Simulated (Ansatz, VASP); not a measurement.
# AgBr: VASP beside Ansatz

```
Ag Br
1.0
     0.00000    2.87015    2.87015
     2.87015    0.00000    2.87015
     2.87015    2.87015    0.00000
Ag Br
1 1
Direct
  0.00000 0.00000 0.00000
  0.50000 0.50000 0.50000
```

Alike in both runs: task single point; functional BLYP; k mesh 3 × 3 × 3; no spin polarisation.

|  | VASP | Ansatz |
| --- | --- | --- |
| version | VASP 6.6.1 | Ansatz 0.2.0 |
| potentials or method | VASP PAW PBE potentials, release 64 (Ag, Br) | plane waves, PAW |
| plane-wave cutoff (eV) | 500 | 420 |
| occupations | gaussian, width 0.01 eV | fixed |
| valence electrons in the cell | 18 | 26 |

|  | VASP | Ansatz | Ansatz less VASP |
| --- | --- | --- | --- |
| pressure (GPa) | 7.0 | 6.9 | -0.07 |

VASP's potentials were made for PBE, not for BLYP. VASP's potentials hold 18 valence electrons a cell and Ansatz's 26, so a difference there can come from the potentials and not from the codes.

The k mesh is coarse, so the values compare programs but aren't converged.
